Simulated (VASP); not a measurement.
Runs of VASP 6.6.1 on AlN (sol). The structure is that of space group P6_3mc (No. 186), or close to it. The cells are those of the table. 

```tsv
task	cell	k mesh	cutoff (eV)	smearing	gap on the mesh (eV)	pressure (GPa)
single point	a = 3.114, b = 3.114, c = 4.983 Å, angles 90.0, 90.0, 120.0°, 4 atoms	9 × 9 × 6	520	gaussian 0.02 eV	4.11	0.0
single point	a = 3.114, b = 3.114, c = 4.983 Å, angles 90.0, 90.0, 120.0°, 4 atoms	9 × 9 × 6	520	gaussian 0.01 eV	(a)	7.5
relaxation of cell and atoms	relaxed from a = 3.112, b = 3.112, c = 4.982 Å, angles 90.0, 90.0, 120.0°, 4 atoms	9 × 9 × 6	600	gaussian 0.02 eV	4.12	0.0
single point	a = 3.112, b = 3.112, c = 4.982 Å, angles 90.0, 90.0, 120.0°, 4 atoms	6 × 6 × 4	520	gaussian 0.1 eV	4.12	0.2
```

Alike in all rows: level PBEsol; potentials or basis VASP PAW PBE potentials, release 64 (Al, N); no spin polarisation.

Q: Fill in the values left out.

A: (a) 2.80.

Caveats: the PAW data sets were made with another functional, which shifts forces and pressure a little.

A k mesh can miss the band edges.
